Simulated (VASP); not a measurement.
Runs of VASP 6.6.1 on KBr. The structure is that of space group Fm-3m (No. 225), or close to it. The cells are those of the table. 

```tsv
cell	gap on the mesh (eV)	pressure (GPa)
a = 4.552, b = 4.552, c = 4.517 Å, angles 60.3, 60.3, 59.5°, 2 atoms	(c)	(d)
a = 4.552, b = 4.552, c = 4.586 Å, angles 59.7, 59.7, 60.5°, 2 atoms	5.27	1.4
a = 4.586 Å, angles 60.0°, 2 atoms	(b)	1.0
a = 4.517 Å, angles 60.0°, 2 atoms	5.38	2.1
a = 4.622, b = 4.622, c = 4.656 Å, angles 59.8, 59.8, 60.5°, 2 atoms	5.14	(a)
a = 4.726 Å, angles 60.0°, 2 atoms	4.97	-0.5
a = 4.623, b = 4.623, c = 4.517 Å, angles 60.8, 60.8, 58.5°, 2 atoms	5.21	1.2
a = 4.622, b = 4.622, c = 4.586 Å, angles 60.3, 60.3, 59.5°, 2 atoms	5.18	0.7
```

Alike in all rows: task single point; level r2SCAN; potentials or basis VASP PAW PBE potentials, release 64 (K_sv, Br); no spin polarisation; k mesh 6 × 6 × 6; cutoff (eV) 520; smearing gaussian 0.05 eV.

Estimate the missing entries.

(a) 0.5; (b) 5.23; (c) 5.32; (d) 1.7.

Caveats: the PAW data sets were made with another functional, which shifts forces and pressure a little.

A k mesh can miss the band edges, and the runs leave out spin-orbit coupling on Br.
